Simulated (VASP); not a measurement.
# Ti (I4/mmm) in VASP: a series of runs

The runs below take Ti through single point, with PBEsol.

Everything below comes from runs of VASP 6.6.1. Logs are shortened: lines on timing, memory, paths and dates and some standing lists are left out, and cuts for length are marked.

### Step 1. The cell of the first run

It takes space group I4/mmm (No. 139, tetragonal). The conventional cell has a = 3.371 Å, b = 3.371 Å, c = 3.050 Å, α = 90.00°, β = 90.00°, γ = 90.00°. Within 3.7 Å of Ti (site symmetry 4/mmm) lie 14 Ti at 2.83 to 3.37 Å.

### Step 2. Single point, PBEsol (strain +0.050 along x and y, -0.050 along z)

The input, INCAR:

```
  PREC = Accurate
  ENCUT = 520
  EDIFF = 1E-6
  ISMEAR = 0
  SIGMA = 0.15
  LREAL = F
  LASPH = T
  NELM = 80
  ALGO = Fast
  ISIF = 2
  LWAVE = F
  LCHARG = F
  GGA = PS
  NBANDS = 12
```

The input, KPOINTS:

```
regular mesh
0
Gamma
  26 26 26
```

The input, POSCAR:

```
Ti
1.0
   -1.6853718662      1.6853718662      1.5248602598
    1.6853718662     -1.6853718662      1.5248602598
    1.6853718662      1.6853718662     -1.5248602598
Ti
1
Direct
    0.0000000000      0.0000000000      0.0000000000
```

Potentials or basis: VASP PAW PBE potentials, release 64 (Ti_sv).

Command:

```sh
$ cat potpaw_PBE.64/Ti_sv/POTCAR > POTCAR
$ mpirun -np 1 vasp_std > vasp.out
```

OUTCAR:

```text
PREC = Accurate
   ENCUT = 520
   EDIFF = 1E-6
   ISMEAR = 0
   LREAL = F
   LASPH = T
   NELM = 80
   ISIF = 2
   GGA = PS

 ion  position               nearest neighbor table
   1  0.000  0.000  0.000-

  LATTYP: Found a body centered tetragonal cell.
 ALAT       =     3.3707437324
 C/A-ratio  =     0.9047619047

  Lattice vectors:

 A1 = (  -1.6853718662,   1.6853718662,   1.5248602598)
 A2 = (   1.6853718662,  -1.6853718662,   1.5248602598)
 A3 = (   1.6853718662,   1.6853718662,  -1.5248602598)

Analysis of symmetry for initial positions (statically):
=====================================================================
 Subroutine PRICEL returns:
 Original cell was already a primitive cell.

 Routine SETGRP: Setting up the symmetry group for a
 body centered tetragonal supercell.

 Subroutine GETGRP returns: Found 16 space group operations
 (whereof 16 operations were pure point group operations)
 out of a pool of 16 trial point group operations.

The static configuration has the point symmetry D_4h.

Analysis of symmetry for dynamics (positions and initial velocities):
=====================================================================
 Subroutine PRICEL returns:
 Original cell was already a primitive cell.

 Routine SETGRP: Setting up the symmetry group for a
 body centered tetragonal supercell.

 Subroutine GETGRP returns: Found 16 space group operations
 (whereof 16 operations were pure point group operations)
 out of a pool of 16 trial point group operations.

The dynamic configuration has the point symmetry D_4h.

 Subroutine INISYM returns: Found 16 space group operations
 (whereof 16 operations are pure point group operations),
 and found     1 'primitive' translations

----------------------------------------------------------------------------------------

                                     Primitive cell

  volume of cell :      17.3253

  direct lattice vectors                    reciprocal lattice vectors
    -1.685371866  1.685371866  1.524860260     0.000000000  0.296670432  0.327898899
     1.685371866 -1.685371866  1.524860260     0.296670432  0.000000000  0.327898899
     1.685371866  1.685371866 -1.524860260     0.296670432  0.296670432  0.000000000

  length of vectors
     2.829515059  2.829515059  2.829515059     0.442188911  0.442188911  0.419555349

  position of ions in fractional coordinates (direct lattice)
     0.000000000  0.000000000  0.000000000

  ion indices of the primitive-cell ions
   primitive index   ion index
                 1           1

----------------------------------------------------------------------------------------

 KPOINTS: regular mesh

Automatic generation of k-mesh.
 Grid dimensions read from file:
 generate k-points for:   26   26   26

 Generating k-lattice:

  Cartesian coordinates                     Fractional coordinates (reciprocal lattice)
     0.000000000  0.011410401  0.012611496     0.038461538  0.000000000  0.000000000
     0.011410401  0.000000000  0.012611496     0.000000000  0.038461538  0.000000000
     0.011410401  0.011410401  0.000000000     0.000000000  0.000000000  0.038461538

  Length of vectors
     0.017007266  0.017007266  0.016136744

  Shift w.r.t. Gamma in fractional coordinates (k-lattice)
     0.000000000  0.000000000  0.000000000

 Subroutine IBZKPT returns following result:
 ===========================================

 Found   1330 irreducible k-points:

 Following reciprocal coordinates:
            Coordinates               Weight
  0.000000  0.000000  0.000000      1.000000
  0.038462  0.000000 -0.000000      8.000000
  0.076923  0.000000 -0.000000      8.000000
  0.115385  0.000000  0.000000      8.000000
  0.153846  0.000000 -0.000000      8.000000
  0.192308  0.000000 -0.000000      8.000000
[... 16 lines left out ...]
  0.346154  0.038462 -0.000000     16.000000
  0.384615  0.038462 -0.000000     16.000000
 [... further k-points ...]
   k-points           NKPTS =   1330   k-points in BZ     NKDIM =   1330   number of bands    NBANDS=     12
   number of dos      NEDOS =    301   number of ions     NIONS =      1
   total plane-waves  NPLWV =  13824
   dimension x,y,z NGX =    24 NGY =   24 NGZ =   24
   dimension x,y,z NGXF=    48 NGYF=   48 NGZF=   48
   ions per type =               1
   NGX,Y,Z   is equivalent  to a cutoff of  14.10, 14.10, 14.10 a.u.
   NGXF,Y,Z  is equivalent  to a cutoff of  28.20, 28.20, 28.20 a.u.
 SYSTEM =  unknown system
   PREC   = accura    normal or accurate (medium, high low for compatibility)
   ISTART =      0    job   : 0-new  1-cont  2-samecut
   ICHARG =      2    charge: 1-file 2-atom 10-const
   ISPIN  =      1    spin polarized calculation?
   LNONCOLLINEAR =      F non collinear calculations
   LSORBIT =      F    spin-orbit coupling
   LASPH  =      T    aspherical Exc in radial PAW
   ENCUT  =  520.0 eV  38.22 Ry    6.18 a.u.   5.26  5.26  5.26*2*pi/ulx,y,z
   NELM   =     80;   NELMIN=  2; NELMDL= -5     # of ELM steps
   EDIFF  = 0.1E-05   stopping-criterion for ELM
   LREAL  =      F    real-space projection
   EDIFFG = 0.1E-04   stopping-criterion for IOM
   NSW    =      0    number of steps for IOM
   IBRION =     -1    ionic relax: 0-MD 1-quasi-New 2-CG
   NFREE  =      0    steps in history (QN), initial steepest desc. (CG)
   ISIF   =      2    stress and relaxation
   ISYM   =      2    0-nonsym 1-usesym 2-fastsym
   POTIM  = 0.5000    time-step for ionic-motion
   TEBEG  =    0.0;   TEEND  =   0.0 temperature during run
   PSTRESS=    0.0 pullay stress
   NELECT =      12.0000    total number of electrons
   NUPDOWN=      -1.0000    fix difference up-down
   EMIN   =  10.00;   EMAX   =-10.00  energy-range for DOS
   EFERMI =   0.00;   METHOD = LEGACY
   ISMEAR =     0;   SIGMA  =   0.15  broadening in eV -4-tet -1-fermi 0-gaus
   EFERMI_NEDOS =   21; number of points for ismear=-14 and -15
   IALGO  =     68    algorithm
   IMIX   =      4    mixing-type and parameters
     AMIX     =   0.40;   BMIX     =  1.00
     AMIX_MAG =   1.60;   BMIX_MAG =  1.00
  volume/ion in A,a.u.               =      17.33       116.92
  Fermi-wavevector in a.u.,A,eV,Ry     =   1.448465  2.737202 28.545724  2.098052
  Thomas-Fermi vector in A             =   2.566303
   LORBIT       =      0    0 simple, 1 ext, 2 COOP (PROOUT), +10 PAW based schemes
   GGA     = PS    functional components
   LHFCALC =     F    Hartree Fock is set to
   AEXX    =    0.0000 exact exchange contribution
   IVDW    =     0    specifies the selected vdW correction
   LEPSILON=     F    determine dielectric tensor
   LRPA    =     F    only Hartree local field effects (RPA)
 non-spin polarized calculation
 RMM-DIIS sequential band-by-band and
 Gauss-broadening in eV      SIGMA  =   0.15
  energy-cutoff  :      520.00
  volume of cell :       17.33
 maximum number of plane-waves:       478
 NGX is ok and might be reduce to    24
   NGX = 11   NGY = 11   NGZ = 11

 number of electron      12.0000000 magnetization

 Free energy of the ion-electron system (eV)
  ---------------------------------------------------
  ext. energy  EPLUGINS =         0.00000000
  ---------------------------------------------------
  free energy    TOTEN  =        -8.24501477 eV

  energy without entropy =       -8.22022686  energy(sigma->0) =       -8.23262081

 E-fermi :   8.0080     XC(G=0): -11.6433

 val. band max:        8.0065432065   @ k =  -0.3462   0.3462   0.0769
 cond. band min:       8.0082381660   @ k =  -0.1923  -0.1923   0.0385
 fundamental gap:      0.0016949595
 Fermi energy:         8.0080277944

 k-point     1 :       0.0000    0.0000    0.0000
  band No.  band energies     occupation
      1     -48.3212      2.00000
      2     -24.2682      2.00000
      3     -24.2682      2.00000
      4     -24.2650      2.00000
      5       2.0253      2.00000
      6       8.5033      0.00000
      7       9.2665      0.00000
      8       9.2665      0.00000
      9      10.2222      0.00000
     10      11.1092      0.00000
     11      24.8356      0.00000
     12      24.8356      0.00000

 k-point     2 :       0.0385    0.0000   -0.0000
  band No.  band energies     occupation
      1     -48.3192      2.00000
      2     -24.2771      2.00000
      3     -24.2715      2.00000
      4     -24.2671      2.00000
      5       2.0785      2.00000
      6       8.5139      0.00000
      7       9.2551      0.00000
      8       9.2657      0.00000
      9      10.2261      0.00000
     10      11.0848      0.00000
     11      24.8340      0.00000
     12      24.8883      0.00000

 k-point     3 :       0.0769    0.0000   -0.0000
  band No.  band energies     occupation
      1     -48.3132      2.00000
      2     -24.3077      2.00000
      3     -24.2813      2.00000
      4     -24.2689      2.00000
      5       2.2362      2.00000
      6       8.5294      0.00000
      7       9.2149      0.00000
      8       9.2811      0.00000
      9      10.2422      0.00000
     10      11.0198      0.00000
     11      24.8075      0.00000
     12      25.0406      0.00000
[... 286 lines left out ...]
 k-point    23 :       0.3462    0.0385   -0.0000
  band No.  band energies     occupation
      1     -48.2017      2.00000
      2     -24.8475      2.00000
      3     -24.4566      2.00000
      4     -24.3040      2.00000
      5       5.2501      2.00000
      6       7.5428      1.99999
      7       8.5442      0.00000
      8      10.6586      0.00000
      9      11.2800      0.00000
     10      11.5453      0.00000
     11      19.0324      0.00000
     12      21.9294      0.00000

 k-point    24 :       0.3846    0.0385   -0.0000
  band No.  band energies     occupation
      1     -48.1904      2.00000
      2     -24.8989      2.00000
      3     -24.4749      2.00000
      4     -24.3066      2.00000
      5       5.4347      2.00000
      6       7.4339      2.00000
      7       8.8091      0.00000
      8      10.6869      0.00000
      9      11.4002      0.00000
     10      11.8885      0.00000
     11      18.1427      0.00000
     12      21.5191      0.00000

 [... further k-points ...]

------------------------ aborting loop because EDIFF is reached ----------------------------------------

  FORCE on cell =-STRESS in cart. coord.  units (eV):
  Direction    XX          YY          ZZ          XY          YZ          ZX
  --------------------------------------------------------------------------------------
  -------------------------------------------------------------------------------------
  Total       -0.4590541     -0.4590541     -0.6892147      0.0000000      0.0000000      0.0000000
  in kB      -42.4514892    -42.4514892    -63.7358243      0.0000000      0.0000000      0.0000000
  external PRESSURE =     -49.5462676 kB  Pullay stress =       0.0000000 kB

 VOLUME and BASIS-vectors are now :
 -----------------------------------------------------------------------------
  energy-cutoff  :      520.00
  volume of cell :       17.33
      direct lattice vectors                 reciprocal lattice vectors
    -1.685371866  1.685371866  1.524860260     0.000000000  0.296670432  0.327898899
     1.685371866 -1.685371866  1.524860260     0.296670432  0.000000000  0.327898899
     1.685371866  1.685371866 -1.524860260     0.296670432  0.296670432  0.000000000

 POSITION                                       TOTAL-FORCE (eV/Angst)
 -----------------------------------------------------------------------------------
      0.00000      0.00000      0.00000         0.000000      0.000000     -0.000000
 -----------------------------------------------------------------------------------
    total drift:                                0.000000      0.000000     -0.000000

  FREE ENERGIE OF THE ION-ELECTRON SYSTEM (eV)
  ---------------------------------------------------
  free  energy   TOTEN  =        -8.2450147688 eV

  energy  without entropy=       -8.2202268588  energy(sigma->0) =       -8.23262081
```

It took 3.3 min on 1 thread of Intel Xeon 6975P-C (Granite Rapids), shared host; peak memory 0.37 GiB.

Results:

* Free energy: -8.2450 eV
* Pressure: -5.0 GPa
* Band gap on the k mesh: zero (bands 6 and 7 overlap by 1.56 eV)

Stress tensor (GPa, compression positive):
```
-4.25  0.00  0.00
 0.00 -4.25  0.00
 0.00  0.00 -6.37
```

Levels at points of the mesh, in eV from the Fermi level:
```tsv
k point	band 4	band 5	band 6	band 7	band 8	band 9
(0.00, 0.00, 0.00)	-32.27	-5.98	0.50	1.26	1.26	2.21
(0.50, 0.00, 0.00)	-32.31	-2.49	-0.69	1.40	2.69	3.48
(0.50, 0.50, 0.00)	-32.25	-2.50	0.19	0.70	2.13	2.84
(0.50, 0.50, 0.50)	-32.65	-2.26	-2.02	3.86	3.86	4.04
```

Caveat: the cell differs from its parent crystal (strain +0.050 along x and y, -0.050 along z); the cell stands under tension; the PAW data sets were made with another functional, which shifts forces and pressure a little.

### Step 3. Single point, PBEsol (strain +0.050 along x and y, -0.025 along z)

The input, INCAR:

```
SYSTEM = Ti
  PREC = Accurate
  ENCUT = 520
  EDIFF = 1E-7
  ISMEAR = 0
  SIGMA = 0.15
  LREAL = .FALSE.
  LASPH = .TRUE.
  NELM = 80
  ALGO = Fast
  ISIF = 2
  LWAVE = .FALSE.
  LCHARG = .FALSE.
  GGA = PS
  NBANDS = 12
```

The input, KPOINTS:

```
Automatic mesh
0
G
  26 26 26
  0 0 0
```

The input, POSCAR:

```
Ti
1.0
   -1.6853718662      1.6853718662      1.5649881614
    1.6853718662     -1.6853718662      1.5649881614
    1.6853718662      1.6853718662     -1.5649881614
Ti
1
Direct
    0.0000000000      0.0000000000      0.0000000000
```

Potentials or basis: VASP PAW PBE potentials, release 64 (Ti_sv).

Command:

```sh
$ cat potpaw_PBE.64/Ti_sv/POTCAR > POTCAR
$ mpirun -np 1 vasp_std > vasp.out
```

It took 4 min on 1 thread of Intel Xeon 6975P-C (Granite Rapids), shared host; peak memory 0.38 GiB.

The run converged. Its results:

* Free energy: -8.2235 eV
* Pressure: -7.3 GPa
* Band gap on the k mesh: zero (bands 6 and 7 overlap by 1.57 eV)

Stress tensor (GPa, compression positive):
```
-6.58  0.00  0.00
 0.00 -6.58  0.00
 0.00  0.00 -8.79
```

Levels at points of the mesh, in eV from the Fermi level:
| k point | band 3 | band 4 | band 5 | band 6 | band 7 | band 8 | band 9 | band 10 |
| --- | --- | --- | --- | --- | --- | --- | --- | --- |
| (0.00, 0.00, 0.00) | -32.34 | -32.34 | -5.92 | 0.61 | 1.15 | 1.15 | 2.31 | 2.94 |
| (0.50, 0.00, 0.00) | -32.55 | -32.37 | -2.41 | -0.59 | 1.25 | 2.65 | 3.25 | 4.14 |
| (0.50, 0.50, 0.00) | -32.52 | -32.33 | -2.43 | 0.04 | 0.75 | 2.23 | 2.82 | 4.08 |
| (0.50, 0.50, 0.50) | -32.81 | -32.72 | -2.13 | -1.95 | 3.76 | 3.76 | 3.89 | 7.47 |

Caveat: the cell differs from its parent crystal (strain +0.050 along x and y, -0.025 along z); the cell stands under tension; the PAW data sets were made with another functional, which shifts forces and pressure a little.

[end of part 1 of 2]
